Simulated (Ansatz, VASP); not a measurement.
# As in VASP and in Ansatz

```
CELL_PARAMETERS angstrom
1.88080 1.08588 3.51406
-1.88080 1.08588 3.51406
0.00000 -2.17176 3.51406
ATOMIC_POSITIONS crystal
As 0.22600 0.22600 0.22600
As 0.77400 0.77400 0.77400
```

Alike in both runs: task single point; functional PBE; k mesh 9 × 9 × 9; occupations gaussian, width 0.03 eV; no spin polarisation.

|  | VASP | Ansatz |
| --- | --- | --- |
| version | VASP 6.6.1 | Ansatz 0.2.0 |
| potentials or method | VASP PAW PBE potentials, release 64 (As_d) | Ansatz PAW |
| plane-wave cutoff (eV) | 600 | 420 |
| valence electrons in the cell | 30 | 30 |

|  | VASP | Ansatz | Ansatz less VASP |
| --- | --- | --- | --- |
| gap on the k mesh at the Fermi level (eV) | none | none | - |
| pressure (GPa) | 3.8 | 3.7 | -0.02 |
| traceless stress, the component that is largest in VASP (GPa) | -0.32 | -0.31 | +0.014 |
| rms of the force components (eV/Å) | 0.257 | 0.248 | -0.0084 |

Atom by atom the forces differ by 0.008 eV/Å (rms over components). A gap of «none» marks a metal or a gap that the smearing closes.
